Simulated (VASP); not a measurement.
# SnTe3 (Fm-3m) in VASP: elastic constants with PBEsol

Aim: the elastic constants of SnTe3 with PBEsol.

Program: VASP 6.6.1. These are calculated values, not measurements. Logs are shortened: lines on timing, memory, paths and dates and some standing lists are left out, and cuts for length are marked.

### Step 1. The cell of the first run

The structure is cubic, space group Fm-3m (No. 225). Conventional cell: a = 7.722 Å, b = 7.722 Å, c = 7.722 Å, α = 90.00°, β = 90.00°, γ = 90.00°. Within 4.4 Å of Te (site symmetry m-3m) lie 8 Te at 3.34 Å and 6 Sn at 3.86 Å. Te (site symmetry -43m) has 10 Te at 3.34 to 3.86 Å and 4 Sn at 3.34 Å within 4.4 Å. Within 4.4 Å of Sn (site symmetry m-3m) lie 14 Te at 3.34 to 3.86 Å.

### Step 2. Elastic constants, PBEsol

Contents of INCAR:

```
ALGO = Normal
EDIFF = 1E-8
ENCUT = 600
GGA = PS
IBRION = 6
ISIF = 3
ISMEAR = -1
LASPH = T
LCHARG = F
LREAL = F
LWAVE = F
NBANDS = 24
NELM = 80
NFREE = 2
NSW = 1
POTIM = 0.015
PREC = Accurate
SIGMA = 0.05
```

Contents of KPOINTS:

```
k-points
0
Gamma
  6 6 6
```

Contents of POSCAR:

```
SnTe3
1.0
    0.0000000000      3.8612190000      3.8612190000
    3.8612190000      0.0000000000      3.8612190000
    3.8612190000      3.8612190000      0.0000000000
Te Sn
3 1
Direct
    0.5000000000      0.5000000000      0.5000000000
    0.7500000000      0.7500000000      0.7500000000
    0.2500000000      0.2500000000      0.2500000000
    0.0000000000      0.0000000000      0.0000000000
```

Potentials or basis: VASP PAW PBE potentials, release 64 (Te, Sn_d).

On the command line:

```console
$ cat potpaw_PBE.64/Te/POTCAR potpaw_PBE.64/Sn_d/POTCAR > POTCAR
$ mpirun -np 1 vasp_std > vasp.out
```

OUTCAR:

```text
EDIFF = 1E-8
   ENCUT = 600
   GGA = PS
   IBRION = 6
   ISIF = 3
   ISMEAR = -1
   LASPH = T
   LREAL = F
   NELM = 80
   NFREE = 2
   NSW = 1
   POTIM = 0.015
   PREC = Accurate

 ion  position               nearest neighbor table
   1  0.500  0.500  0.500-   3 3.34   3 3.34   3 3.34   2 3.34   3 3.34   2 3.34   2 3.34   2 3.34

   2  0.750  0.750  0.750-   1 3.34   1 3.34   1 3.34   1 3.34   4 3.34   4 3.34   4 3.34   4 3.34

   3  0.250  0.250  0.250-   4 3.34   4 3.34   4 3.34   1 3.34   4 3.34   1 3.34   1 3.34   1 3.34

   4  0.000  0.000  0.000-   2 3.34   2 3.34   2 3.34   2 3.34   3 3.34   3 3.34   3 3.34   3 3.34

  LATTYP: Found a face centered cubic cell.
 ALAT       =     7.7224380000

  Lattice vectors:

 A1 = (   0.0000000000,   3.8612190000,   3.8612190000)
 A2 = (   3.8612190000,   0.0000000000,   3.8612190000)
 A3 = (   3.8612190000,   3.8612190000,   0.0000000000)

Analysis of symmetry for initial positions (statically):
=====================================================================
 Subroutine PRICEL returns:
 Original cell was already a primitive cell.

 Routine SETGRP: Setting up the symmetry group for a
 face centered cubic supercell.

 Subroutine GETGRP returns: Found 48 space group operations
 (whereof 48 operations were pure point group operations)
 out of a pool of 48 trial point group operations.

The static configuration has the point symmetry O_h .

Analysis of symmetry for dynamics (positions and initial velocities):
=====================================================================
 Subroutine PRICEL returns:
 Original cell was already a primitive cell.

 Routine SETGRP: Setting up the symmetry group for a
 face centered cubic supercell.

 Subroutine GETGRP returns: Found 48 space group operations
 (whereof 48 operations were pure point group operations)
 out of a pool of 48 trial point group operations.

The dynamic configuration has the point symmetry O_h .

 Subroutine INISYM returns: Found 48 space group operations
 (whereof 48 operations are pure point group operations),
 and found     1 'primitive' translations

----------------------------------------------------------------------------------------

                                     Primitive cell

  volume of cell :     115.1339

  direct lattice vectors                    reciprocal lattice vectors
     0.000000000  3.861219000  3.861219000    -0.129492785  0.129492785  0.129492785
     3.861219000  0.000000000  3.861219000     0.129492785 -0.129492785  0.129492785
     3.861219000  3.861219000  0.000000000     0.129492785  0.129492785 -0.129492785

  length of vectors
     5.460588277  5.460588277  5.460588277     0.224288082  0.224288082  0.224288082

  position of ions in fractional coordinates (direct lattice)
     0.500000000  0.500000000  0.500000000
     0.750000000  0.750000000  0.750000000
     0.250000000  0.250000000  0.250000000
     0.000000000  0.000000000  0.000000000

  ion indices of the primitive-cell ions
   primitive index   ion index
                 1           1
                 2           2
                 3           3
[... 102 lines left out ...]

--------------------------------------- Ionic step        1  -------------------------------------------

 number of electron      32.0000003 magnetization

 Free energy of the ion-electron system (eV)
  ---------------------------------------------------
  ext. energy  EPLUGINS =         0.00000000
  ---------------------------------------------------
  free energy    TOTEN  =       -14.37253024 eV

  energy without entropy =      -14.33877920  energy(sigma->0) =      -14.35565472

------------------------ aborting loop because EDIFF is reached ----------------------------------------

  FORCE on cell =-STRESS in cart. coord.  units (eV):
  Direction    XX          YY          ZZ          XY          YZ          ZX
  --------------------------------------------------------------------------------------
  -------------------------------------------------------------------------------------
  Total       -2.0134661     -2.0134661     -2.0134661     -0.0000000      0.0000000      0.0000000
  in kB      -28.0189342    -28.0189342    -28.0189342     -0.0000000      0.0000000      0.0000000
  external PRESSURE =     -28.0189342 kB  Pullay stress =       0.0000000 kB
[... 95 lines left out ...]
  FREE ENERGIE OF THE ION-ELECTRON SYSTEM (eV)
  ---------------------------------------------------
  free  energy   TOTEN  =       -14.3968398552 eV

  energy  without entropy=      -14.3607618217  energy(sigma->0) =      -14.37880084

[... ionic steps 4 to 16 ...]

--------------------------------------- Ionic step       17  -------------------------------------------

 number of electron      32.0000003 magnetization

------------------------ aborting loop because EDIFF is reached ----------------------------------------
[... 71 lines left out ...]
--------------------------------------- Ionic step       19  -------------------------------------------

 number of electron      32.0000002 magnetization

 Free energy of the ion-electron system (eV)
  ---------------------------------------------------
  ext. energy  EPLUGINS =         0.00000000
  ---------------------------------------------------
  free energy    TOTEN  =       -14.37244223 eV

  energy without entropy =      -14.33868872  energy(sigma->0) =      -14.35556548

 E-fermi :   7.5640     XC(G=0): -10.1563

 val. band max:        7.5071101539   @ k =   0.5000   0.3333   0.0000
 cond. band min:       7.5648221711   @ k =   0.3333   0.0000   0.0000
 fundamental gap:      0.0577120172
 Fermi energy:         7.5640187918

 k-point     1 :       0.0000    0.0000    0.0000
  band No.  band energies     occupation
      1     -13.9217      2.00000
      2     -13.9217      2.00000
      3     -13.9217      2.00000
      4     -13.9179      2.00000
      5     -13.9178      2.00000
      6      -5.9072      2.00000
[... 637 lines left out ...]
     23      14.5962      0.00000
     24      14.7463      0.00000

 [... further k-points ...]
[... 5 lines left out ...]
  --------------------------------------------------------------------------------------
  -------------------------------------------------------------------------------------
  Total       -2.0122188     -2.0124221     -2.0124221      0.0000000      0.0000000      0.0000000
  in kB      -28.0015769    -28.0044056    -28.0044056      0.0000000      0.0000000      0.0000000
  external PRESSURE =     -28.0034627 kB  Pullay stress =       0.0000000 kB
[... 19 lines left out ...]
  FREE ENERGIE OF THE ION-ELECTRON SYSTEM (eV)
  ---------------------------------------------------
  free  energy   TOTEN  =       -14.3724422296 eV

  energy  without entropy=      -14.3386887209  energy(sigma->0) =      -14.35556548

 INTERNAL STRAIN TENSORS FROM STRAINED CELLS
 ============================================

 INTERNAL STRAIN TENSOR FOR ION    1 for displacements in x,y,z  (eV/Angst):
          X           Y           Z          XY          YZ          ZX
  --------------------------------------------------------------------------------
  x    -0.00000    -0.00000     0.00000     0.00000    -0.00000     0.00000
  y     0.00000    -0.00000    -0.00000     0.00000    -0.00000     0.00000
  z    -0.00000    -0.00000    -0.00000    -0.00000    -0.00000    -0.00000

 INTERNAL STRAIN TENSORS FROM DISPLACED ATOMS
 ============================================

 INTERNAL STRAIN TENSOR FOR ION    1 for displacements in x,y,z  (eV/Angst):
          X           Y           Z          XY          YZ          ZX
  --------------------------------------------------------------------------------
  x     0.00000     0.00000     0.00000     0.00000     0.00000     0.00000
  y     0.00000     0.00000     0.00000     0.00000     0.00000     0.00000
  z     0.00000     0.00000     0.00000     0.00000     0.00000     0.00000

 INTERNAL STRAIN TENSOR FOR ION    4 for displacements in x,y,z  (eV/Angst):
          X           Y           Z          XY          YZ          ZX
  --------------------------------------------------------------------------------
  x     0.00000     0.00000     0.00000     0.00000     0.00000     0.00000
  y     0.00000     0.00000     0.00000     0.00000     0.00000     0.00000
  z     0.00000     0.00000     0.00000     0.00000     0.00000     0.00000

 Eigenvectors and eigenvalues of the dynamical matrix
 ----------------------------------------------------

   1 f  =    1.850701 THz    11.628300 2PiTHz   61.732755 cm-1     7.653883 meV
             X         Y         Z           dx          dy          dz
      3.861219  3.861219  3.861219    -0.001790    0.003897   -0.571212
      5.791829  5.791829  5.791829    -0.000320    0.000697   -0.102154
      1.930610  1.930610  1.930610    -0.000320    0.000697   -0.102154
      0.000000  0.000000  0.000000     0.002531   -0.005512    0.807954
[... 71 lines left out ...]
  12 f/i=    2.377698 THz    14.939520 2PiTHz   79.311483 cm-1     9.833366 meV
             X         Y         Z           dx          dy          dz
      3.861219  3.861219  3.861219     0.621848   -0.177250   -0.000000
      5.791829  5.791829  5.791829    -0.466174    0.132877   -0.000000
      1.930610  1.930610  1.930610    -0.466174    0.132877    0.000000
      0.000000  0.000000  0.000000     0.321757   -0.091712    0.000000

--------------------------------------------------------------------------------------------------------

 ELASTIC MODULI CONTR FROM IONIC RELAXATION (kBar)
 Direction    XX          YY          ZZ          XY          YZ          ZX
 --------------------------------------------------------------------------------
 XX          -0.0000      0.0000     -0.0000     -0.0000     -0.0000     -0.0000
 YY           0.0000     -0.0000      0.0000     -0.0000      0.0000      0.0000
 ZZ          -0.0000      0.0000     -0.0000      0.0000      0.0000     -0.0000
 XY          -0.0000     -0.0000      0.0000   -416.7179      0.0000      0.0000
 YZ          -0.0000      0.0000      0.0000      0.0000   -416.7179      0.0000
 ZX          -0.0000      0.0000     -0.0000      0.0000      0.0000   -416.7179
 --------------------------------------------------------------------------------

 TOTAL ELASTIC MODULI (kBar)
 Direction    XX          YY          ZZ          XY          YZ          ZX
 --------------------------------------------------------------------------------
 XX         748.9851    332.9740    332.9740     -0.0000     -0.0000     -0.0000
 YY         332.9740    748.9851    332.9740     -0.0000      0.0000      0.0000
 ZZ         332.9740    332.9740    748.9851     -0.0000      0.0000     -0.0000
 XY          -0.0000     -0.0000     -0.0000   -595.4890      0.0000      0.0000
 YZ          -0.0000      0.0000      0.0000      0.0000   -595.4890      0.0000
 ZX          -0.0000      0.0000     -0.0000      0.0000      0.0000   -595.4890
 --------------------------------------------------------------------------------
```

It took 17 min on 1 thread of Intel Xeon 6975P-C (Granite Rapids), shared host; peak memory 0.59 GiB.

What came out:

```yaml
Elastic_constants_C11_C12_C44: 75, 33, -60 GPa
Voigt_bulk_modulus: 47 GPa
Highest_phonon_frequency_at_Γ_LO-TO_splitting_left_out: 62 cm⁻¹
Most_unstable_mode: 79i cm⁻¹
```

Phonon frequencies in cm⁻¹ (negative: imaginary):
```tsv
q point	frequencies
(0.000, 0.000, 0.000)	-79 -79 -79 0 0 0 46 46 46 62 62 62
```

Elastic tensor in Voigt notation (GPa, in the Cartesian axes of the cell as first typed):
```
 75  33  33   0   0   0
 33  75  33   0   0   0
 33  33  75   0   0   0
  0   0   0 -60   0   0
  0   0   0   0 -60   0
  0   0   0   0   0 -60
```

Clamped-ion elastic tensor (GPa):
```
 75  33  33   0   0   0
 33  75  33   0   0   0
 33  33  75   0   0   0
  0   0   0 -18   0   0
  0   0   0   0 -18   0
  0   0   0   0   0 -18
```

Caveat: the cell is under stress, which shifts elastic constants; some modes are imaginary; the elastic tensor has a negative eigenvalue, so either the cell is unstable as it stands or the mesh is too thin; the PAW data sets were made with another functional, which shifts forces and pressure a little; spin-orbit coupling is left out, which moves the levels of the heavy elements.
